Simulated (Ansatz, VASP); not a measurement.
**Two plane-wave programs on Si2Mo**

Contents of POSCAR:

```
Si2Mo
1.0
   -1.6000000000      1.6000000000      3.9305000000
    1.6000000000     -1.6000000000      3.9305000000
    1.6000000000      1.6000000000     -3.9305000000
Mo Si
1 2
Direct
    0.0000000000      0.0000000000      0.0000000000
    0.6670000000      0.6670000000      0.0000000000
    0.3330000000      0.3330000000      0.0000000000
```

The input INCAR.step1:

```
  PREC = Accurate
  ENCUT = 520
  ISMEAR = -1
  SIGMA = 0.05
  LREAL = F
  LASPH = T
  NELM = 80
  NBANDS = 18
  GGA = PE
  ALGO = Normal
  EDIFF = 1E-4
  LWAVE = T
  LCHARG = F
```

INCAR.step2

```
  PREC = Accurate
  ENCUT = 520
  EDIFF = 1E-7
  ISMEAR = -1
  SIGMA = 0.05
  LREAL = F
  LASPH = T
  NELM = 80
  ALGO = Normal
  ISIF = 2
  LWAVE = F
  LCHARG = T
  METAGGA = R2SCAN
  LMIXTAU = T
  LELF = T
  LVHAR = T
  NBANDS = 18
  ISTART = 1
```

The input KPOINTS:

```
regular mesh
0
Gamma
  12 12 12
```

input.yaml

```yaml
crystal:
  lattice:
    - [-1.6, 1.6, 3.9305]
    - [1.6, -1.6, 3.9305]
    - [1.6, 1.6, -3.9305]
  atoms:
    - { symbol: Mo, position: [0.0, 0.0, 0.0] }
    - { symbol: Si, position: [0.667, 0.667, 0.0] }
    - { symbol: Si, position: [0.333, 0.333, 0.0] }
hamiltonian:
  xc: r2scan
  pseudopotentials: { kind: paw }
kpoints:
  mp_grid: { grid: [12, 12, 12] }
  band_path:
    path:
      - [[0.0, 0.0, 0.0], [-0.5, 0.5, 0.0], [-0.5, 0.5, -0.0828541695], [-0.2914270847, 0.2914270847, -0.2914270847], [0.0, 0.0, 0.0], [0.5, 0.5, -0.5], [0.2914270847, 0.7085729153, -0.7085729153], [0.0, 0.5, -0.5], [-0.25, 0.75, -0.25], [0.0828541695, 0.9171458305, -0.5], [0.5, 0.5, -0.5]]
      - [[-0.5, 0.5, 0.0], [-0.25, 0.75, -0.25]]
    npoints: 14
scf:
  occupations: { method: fermi_dirac, width: 0.05 }
  n_extra_bands: 7
output:
  forces: true
  stress: true
  eigenvalues: true
  fatbands: false
  write_density: true
  write_potential: true
  elf: true
  volumetric_format: npy
```

Alike in both runs: functional r2SCAN; k mesh 12 × 12 × 12; occupations fermi-dirac, width 0.05 eV; no spin polarisation.

|  | VASP | Ansatz |
| --- | --- | --- |
| version | VASP 6.6.1 | Ansatz 0.2.0 |
| potentials or method | VASP PAW PBE potentials, release 64 (Mo_sv, Si) | Ansatz PAW |
| plane-wave cutoff (eV) | 520 | 500 |
| valence electrons in the cell | 22 | 22 |
| task | single point | band structure |

|  | VASP | Ansatz | Ansatz less VASP |
| --- | --- | --- | --- |
| gap on the k mesh at the Fermi level (eV) | none | none | - |
| pressure (GPa) | -1.0 | -1.4 | -0.39 |
| traceless stress, the component that is largest in VASP (GPa) | -1.80 | -1.78 | +0.019 |
| rms of the force components (eV/Å) | 0.164 | 0.168 | +0.0041 |

VASP's potentials were made for PBE, not for r2SCAN. Atom by atom the forces differ by 0.004 eV/Å (rms over components). A gap of «none» marks a metal or a gap that the smearing closes.
